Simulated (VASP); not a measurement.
# InSb (P4/mmm) in VASP: a series of runs

The runs below take InSb through single point, with PBE, LDA.

All numbers are computed with VASP 6.6.1; they aren't measurements. Logs are shortened: lines on timing, memory, paths and dates and some standing lists are left out, and cuts for length are marked.

### Step 1. The cell of the first run

The structure is tetragonal, space group P4/mmm (No. 123). The conventional cell has a = 3.077 Å, b = 3.077 Å, c = 6.215 Å, α = 90.00°, β = 90.00°, γ = 90.00°. Within 4.0 Å of In (site symmetry 4/mmm) lie 4 In at 3.08 Å and 2 Sb at 3.11 Å. Within 4.0 Å of Sb (site symmetry 4/mmm) lie 4 Sb at 3.08 Å and 2 In at 3.11 Å.

### Step 2. Single point, PBE

INCAR

```
  ALGO = Normal
  EDIFF = 1E-6
  ENCUT = 520
  GGA = PE
  ISIF = 2
  ISMEAR = 1
  LASPH = True
  LCHARG = False
  LREAL = False
  LWAVE = False
  NBANDS = 16
  NELM = 100
  PREC = Accurate
  SIGMA = 0.5
```

KPOINTS

```
k-points
0
Gamma
  14 14 8
```

POSCAR

```
InSb
1.0
    3.0766560000      0.0000000000      0.0000000000
    0.0000000000      3.0766560000      0.0000000000
    0.0000000000      0.0000000000      6.2154700000
In Sb
1 1
Direct
    0.0000000000      0.0000000000      0.0000000000
    0.0000000000      0.0000000000      0.5000000000
```

Potentials or basis: VASP PAW PBE potentials, release 64 (In_d, Sb).

Launch:

```bash
$ cat potpaw_PBE.64/In_d/POTCAR potpaw_PBE.64/Sb/POTCAR > POTCAR
$ mpirun -np 1 vasp_std > vasp.out
```

OUTCAR:

```text
EDIFF = 1E-6
   ENCUT = 520
   GGA = PE
   ISIF = 2
   ISMEAR = 1
   LASPH = True
   LREAL = False
   NELM = 100
   PREC = Accurate

 ion  position               nearest neighbor table
   1  0.000  0.000  0.000-   2 3.11   2 3.11
   2  0.000  0.000  0.500-   1 3.11   1 3.11

  LATTYP: Found a simple tetragonal cell.
 ALAT       =     3.0766560000
 C/A-ratio  =     2.0202031036

  Lattice vectors:

 A1 = (   3.0766560000,   0.0000000000,   0.0000000000)
 A2 = (   0.0000000000,   3.0766560000,   0.0000000000)
 A3 = (   0.0000000000,   0.0000000000,   6.2154700000)

Analysis of symmetry for initial positions (statically):
=====================================================================
 Subroutine PRICEL returns:
 Original cell was already a primitive cell.

 Routine SETGRP: Setting up the symmetry group for a
 simple tetragonal supercell.

 Subroutine GETGRP returns: Found 16 space group operations
 (whereof 16 operations were pure point group operations)
 out of a pool of 16 trial point group operations.

The static configuration has the point symmetry D_4h.

Analysis of symmetry for dynamics (positions and initial velocities):
=====================================================================
 Subroutine PRICEL returns:
 Original cell was already a primitive cell.

 Routine SETGRP: Setting up the symmetry group for a
 simple tetragonal supercell.

 Subroutine GETGRP returns: Found 16 space group operations
 (whereof 16 operations were pure point group operations)
 out of a pool of 16 trial point group operations.

The dynamic configuration has the point symmetry D_4h.

 Subroutine INISYM returns: Found 16 space group operations
 (whereof 16 operations are pure point group operations),
 and found     1 'primitive' translations

----------------------------------------------------------------------------------------

                                     Primitive cell

  volume of cell :      58.8345

  direct lattice vectors                    reciprocal lattice vectors
     3.076656000  0.000000000  0.000000000     0.325028212  0.000000000  0.000000000
     0.000000000  3.076656000  0.000000000     0.000000000  0.325028212  0.000000000
     0.000000000  0.000000000  6.215470000     0.000000000  0.000000000  0.160888879

  length of vectors
     3.076656000  3.076656000  6.215470000     0.325028212  0.325028212  0.160888879

  position of ions in fractional coordinates (direct lattice)
     0.000000000  0.000000000  0.000000000
     0.000000000  0.000000000  0.500000000

  ion indices of the primitive-cell ions
   primitive index   ion index
                 1           1
                 2           2

----------------------------------------------------------------------------------------

 KPOINTS: k-points

Automatic generation of k-mesh.
 Grid dimensions read from file:
 generate k-points for:   14   14    8

 Generating k-lattice:

  Cartesian coordinates                     Fractional coordinates (reciprocal lattice)
     0.023216301  0.000000000  0.000000000     0.071428571  0.000000000  0.000000000
     0.000000000  0.023216301  0.000000000     0.000000000  0.071428571  0.000000000
     0.000000000  0.000000000  0.020111110     0.000000000  0.000000000  0.125000000

  Length of vectors
     0.023216301  0.023216301  0.020111110

  Shift w.r.t. Gamma in fractional coordinates (k-lattice)
     0.000000000  0.000000000  0.000000000

 Subroutine IBZKPT returns following result:
 ===========================================

 Found    180 irreducible k-points:

 Following reciprocal coordinates:
            Coordinates               Weight
  0.000000  0.000000  0.000000      1.000000
  0.071429  0.000000  0.000000      4.000000
  0.142857  0.000000  0.000000      4.000000
  0.214286  0.000000  0.000000      4.000000
  0.285714  0.000000  0.000000      4.000000
  0.357143  0.000000  0.000000      4.000000
[... 16 lines left out ...]
  0.285714  0.214286  0.000000      8.000000
  0.357143  0.214286  0.000000      8.000000
 [... further k-points ...]
   k-points           NKPTS =    180   k-points in BZ     NKDIM =    180   number of bands    NBANDS=     16
   number of dos      NEDOS =    301   number of ions     NIONS =      2
   total plane-waves  NPLWV =  27648
   dimension x,y,z NGX =    24 NGY =   24 NGZ =   48
   dimension x,y,z NGXF=    48 NGYF=   48 NGZF=   96
   ions per type =               1   1
   NGX,Y,Z   is equivalent  to a cutoff of  12.97, 12.97, 12.84 a.u.
   NGXF,Y,Z  is equivalent  to a cutoff of  25.94, 25.94, 25.68 a.u.
 SYSTEM =  unknown system
   PREC   = accura    normal or accurate (medium, high low for compatibility)
   ISTART =      0    job   : 0-new  1-cont  2-samecut
   ICHARG =      2    charge: 1-file 2-atom 10-const
   ISPIN  =      1    spin polarized calculation?
   LNONCOLLINEAR =      F non collinear calculations
   LSORBIT =      F    spin-orbit coupling
   LASPH  =      T    aspherical Exc in radial PAW
   ENCUT  =  520.0 eV  38.22 Ry    6.18 a.u.   5.72  5.72 11.56*2*pi/ulx,y,z
   NELM   =    100;   NELMIN=  2; NELMDL= -5     # of ELM steps
   EDIFF  = 0.1E-05   stopping-criterion for ELM
   LREAL  =      F    real-space projection
   EDIFFG = 0.1E-04   stopping-criterion for IOM
   NSW    =      0    number of steps for IOM
   IBRION =     -1    ionic relax: 0-MD 1-quasi-New 2-CG
   NFREE  =      0    steps in history (QN), initial steepest desc. (CG)
   ISIF   =      2    stress and relaxation
   ISYM   =      2    0-nonsym 1-usesym 2-fastsym
   POTIM  = 0.5000    time-step for ionic-motion
   TEBEG  =    0.0;   TEEND  =   0.0 temperature during run
   PSTRESS=    0.0 pullay stress
   NELECT =      18.0000    total number of electrons
   NUPDOWN=      -1.0000    fix difference up-down
   EMIN   =  10.00;   EMAX   =-10.00  energy-range for DOS
   EFERMI =   0.00;   METHOD = LEGACY
   ISMEAR =     1;   SIGMA  =   0.50  broadening in eV -4-tet -1-fermi 0-gaus
   EFERMI_NEDOS =   21; number of points for ismear=-14 and -15
   IALGO  =     38    algorithm
   IMIX   =      4    mixing-type and parameters
     AMIX     =   0.40;   BMIX     =  1.00
     AMIX_MAG =   1.60;   BMIX_MAG =  1.00
  volume/ion in A,a.u.               =      29.42       198.52
  Fermi-wavevector in a.u.,A,eV,Ry     =   1.103117  2.084590 16.556493  1.216868
  Thomas-Fermi vector in A             =   2.239571
   LORBIT       =      0    0 simple, 1 ext, 2 COOP (PROOUT), +10 PAW based schemes
   GGA     = PE    functional components
   LHFCALC =     F    Hartree Fock is set to
   AEXX    =    0.0000 exact exchange contribution
   IVDW    =     0    specifies the selected vdW correction
   LEPSILON=     F    determine dielectric tensor
   LRPA    =     F    only Hartree local field effects (RPA)
 non-spin polarized calculation
 Methfessel and Paxton  Order N= 1 SIGMA  =   0.50
  energy-cutoff  :      520.00
  volume of cell :       58.83
 maximum number of plane-waves:      1604
 NGX is ok and might be reduce to    24
   NGX = 11   NGY = 11   NGZ = 23

 number of electron      17.9999986 magnetization

 Free energy of the ion-electron system (eV)
  ---------------------------------------------------
  ext. energy  EPLUGINS =         0.00000000
  ---------------------------------------------------
  free energy    TOTEN  =        -6.56508245 eV

  energy without entropy =       -6.55687904  energy(sigma->0) =       -6.56234798

 E-fermi :   6.6648     XC(G=0):  -9.6543

 val. band max:        6.6596858187   @ k =   0.3571   0.2143   0.3750
 cond. band min:       6.6800900015   @ k =   0.2143   0.1429   0.1250
 fundamental gap:      0.0204041828
 Fermi energy:         6.6648439380

 k-point     1 :       0.0000    0.0000    0.0000
  band No.  band energies     occupation
      1      -8.2835      2.00000
      2      -8.0653      2.00000
      3      -7.7091      2.00000
      4      -7.7091      2.00000
      5      -7.6226      2.00000
      6      -4.8894      2.00000
[... 8 lines left out ...]
     15      15.5187     -0.00000
     16      16.1767     -0.00000

 k-point     2 :       0.0714    0.0000    0.0000
  band No.  band energies     occupation
      1      -8.2658      2.00000
      2      -8.0547      2.00000
      3      -7.7213      2.00000
      4      -7.7081      2.00000
      5      -7.6317      2.00000
      6      -4.8119      2.00000
[... 8 lines left out ...]
     15      15.6205     -0.00000
     16      16.6642     -0.00000

 k-point     3 :       0.1429    0.0000    0.0000
  band No.  band energies     occupation
      1      -8.2230      2.00000
      2      -8.0184      2.00000
      3      -7.7550      2.00000
      4      -7.7054      2.00000
      5      -7.6570      2.00000
      6      -4.5806      2.00000
[... 8 lines left out ...]
     15      15.8118     -0.00000
     16      15.9199     -0.00000

 k-point     4 :       0.2143    0.0000    0.0000
  band No.  band energies     occupation
      1      -8.1787      2.00000
      2      -7.9487      2.00000
      3      -7.8031      2.00000
      4      -7.7013      2.00000
      5      -7.6933      2.00000
      6      -4.2012      2.00000
[... 8 lines left out ...]
     15      16.1690     -0.00000
     16      16.3984     -0.00000

 k-point     5 :       0.2857    0.0000    0.0000
  band No.  band energies     occupation
      1      -8.1471      2.00000
      2      -7.8555      2.00000
      3      -7.8540      2.00000
      4      -7.7332      2.00000
      5      -7.6968      2.00000
      6      -3.6890      2.00000
[... 8 lines left out ...]
     15      16.6041     -0.00000
     16      17.0201      0.00000

 k-point     6 :       0.3571    0.0000    0.0000
  band No.  band energies     occupation
      1      -8.1271      2.00000
      2      -7.9020      2.00000
      3      -7.7689      2.00000
      4      -7.7607      2.00000
      5      -7.6928      2.00000
      6      -3.0857      2.00000
[... 8 lines left out ...]
     15      17.1395      0.00000
     16      17.7168      0.00000

 k-point     7 :       0.4286    0.0000    0.0000
  band No.  band energies     occupation
      1      -8.1157      2.00000
      2      -7.9337      2.00000
      3      -7.7935      2.00000
      4      -7.6939      2.00000
      5      -7.6900      2.00000
      6      -2.5073      2.00000
[... 8 lines left out ...]
     15      17.7350      0.00000
     16      18.3467      0.00000

 k-point     8 :       0.5000    0.0000    0.0000
  band No.  band energies     occupation
      1      -8.1120      2.00000
      2      -7.9449      2.00000
      3      -7.8022      2.00000
      4      -7.6890      2.00000
      5      -7.6697      2.00000
      6      -2.2352      2.00000
[... 8 lines left out ...]
     15      18.0937      0.00000
     16      18.6447      0.00000

 k-point     9 :       0.0714    0.0714    0.0000
  band No.  band energies     occupation
      1      -8.2468      2.00000
      2      -8.0454      2.00000
      3      -7.7215      2.00000
      4      -7.7189      2.00000
      5      -7.6410      2.00000
      6      -4.7344      2.00000
[... 8 lines left out ...]
     15      15.6275     -0.00000
     16      16.9571      0.00000
[... 172 lines left out ...]
 k-point    19 :       0.3571    0.1429    0.0000
  band No.  band energies     occupation
      1      -8.0251      2.00000
      2      -7.8956      2.00000
      3      -7.8195      2.00000
      4      -7.7480      2.00000
      5      -7.7356      2.00000
      6      -2.7783      2.00000
[... 8 lines left out ...]
     15      16.1472     -0.00000
     16      17.0083      0.00000

 k-point    20 :       0.4286    0.1429    0.0000
  band No.  band energies     occupation
      1      -8.0151      2.00000
      2      -7.9268      2.00000
      3      -7.8461      2.00000
      4      -7.7324      2.00000
      5      -7.6787      2.00000
      6      -2.1992      2.00000
[... 8 lines left out ...]
     15      15.6099     -0.00000
     16      17.5706      0.00000

 k-point    21 :       0.5000    0.1429    0.0000
  band No.  band energies     occupation
      1      -8.0118      2.00000
      2      -7.9379      2.00000
      3      -7.8557      2.00000
      4      -7.7313      2.00000
      5      -7.6536      2.00000
      6      -1.9263      2.00000
[... 8 lines left out ...]
     15      15.8894     -0.00000
     16      17.8604      0.00000

 k-point    22 :       0.2143    0.2143    0.0000
  band No.  band energies     occupation
      1      -7.9822      2.00000
      2      -7.9188      2.00000
      3      -7.7986      2.00000
      4      -7.7862      2.00000
      5      -7.7785      2.00000
      6      -3.5149      2.00000
[... 8 lines left out ...]
     15      14.6708     -0.00000
     16      16.3955     -0.00000

 k-point    23 :       0.2857    0.2143    0.0000
  band No.  band energies     occupation
      1      -7.9350      2.00000
      2      -7.8440      2.00000
      3      -7.8424      2.00000
      4      -7.8200      2.00000
      5      -7.7857      2.00000
      6      -3.0033      2.00000
[... 8 lines left out ...]
     15      14.9318     -0.00000
     16      15.7563     -0.00000

 k-point    24 :       0.3571    0.2143    0.0000
  band No.  band energies     occupation
      1      -7.9223      2.00000
      2      -7.8887      2.00000
      3      -7.8704      2.00000
      4      -7.7806      2.00000
      5      -7.7301      2.00000
      6      -2.3992      2.00000
[... 8 lines left out ...]
     15      14.6158     -0.00000
     16      15.4985     -0.00000

 [... further k-points ...]

------------------------ aborting loop because EDIFF is reached ----------------------------------------

  FORCE on cell =-STRESS in cart. coord.  units (eV):
  Direction    XX          YY          ZZ          XY          YZ          ZX
  --------------------------------------------------------------------------------------
  -------------------------------------------------------------------------------------
  Total        0.2192770      0.2192770      0.0990975      0.0000000      0.0000000      0.0000000
  in kB        5.9713394      5.9713394      2.6986171      0.0000000      0.0000000      0.0000000
  external PRESSURE =       4.8804320 kB  Pullay stress =       0.0000000 kB

 VOLUME and BASIS-vectors are now :
 -----------------------------------------------------------------------------
  energy-cutoff  :      520.00
  volume of cell :       58.83
      direct lattice vectors                 reciprocal lattice vectors
     3.076656000  0.000000000  0.000000000     0.325028212  0.000000000  0.000000000
     0.000000000  3.076656000  0.000000000     0.000000000  0.325028212  0.000000000
     0.000000000  0.000000000  6.215470000     0.000000000  0.000000000  0.160888879

 POSITION                                       TOTAL-FORCE (eV/Angst)
 -----------------------------------------------------------------------------------
      0.00000      0.00000      0.00000         0.000000      0.000000      0.000000
      0.00000      0.00000      3.10773         0.000000      0.000000      0.000000
 -----------------------------------------------------------------------------------
    total drift:                                0.000000     -0.000000     -0.000000

  FREE ENERGIE OF THE ION-ELECTRON SYSTEM (eV)
  ---------------------------------------------------
  free  energy   TOTEN  =        -6.5650824497 eV

  energy  without entropy=       -6.5568790419  energy(sigma->0) =       -6.56234798
```

It took 1.7 min on 1 thread of Intel Xeon 6975P-C, shared host; peak memory 0.31 GiB.

Results:

```
Free energy            : -6.5651 eV
Pressure               : 0.5 GPa
Band gap on the k mesh : zero (band 9 reaches 10.90 eV, above the bottom of band 10 at 5.05 eV)
```

Levels at points of the mesh, in eV from the Fermi level:
| k point | band 6 | band 7 | band 8 | band 9 | band 10 | band 11 | band 12 | band 13 |
| --- | --- | --- | --- | --- | --- | --- | --- | --- |
| (0.00, 0.00, 0.00) | -11.55 | -6.84 | -4.55 | 4.21 | 4.21 | 5.13 | 7.78 | 8.33 |
| (0.50, 0.00, 0.00) | -8.90 | -4.99 | -3.32 | -2.23 | -1.59 | 2.98 | 6.37 | 7.75 |
| (0.50, 0.50, 0.00) | -6.07 | -2.85 | -2.85 | -0.03 | 0.62 | 0.99 | 0.99 | 2.80 |
| (0.00, 0.00, 0.50) | -11.43 | -8.08 | -0.94 | 0.20 | 4.39 | 4.39 | 7.84 | 8.09 |
| (0.50, 0.00, 0.50) | -8.85 | -4.80 | -4.72 | -2.39 | 1.65 | 3.04 | 5.75 | 6.52 |
| (0.50, 0.50, 0.50) | -6.06 | -2.64 | -2.64 | -1.56 | 0.31 | 0.31 | 3.11 | 4.64 |

Caveat: spin-orbit coupling is left out, which moves the levels of the heavy elements.

[end of part 1 of 2]
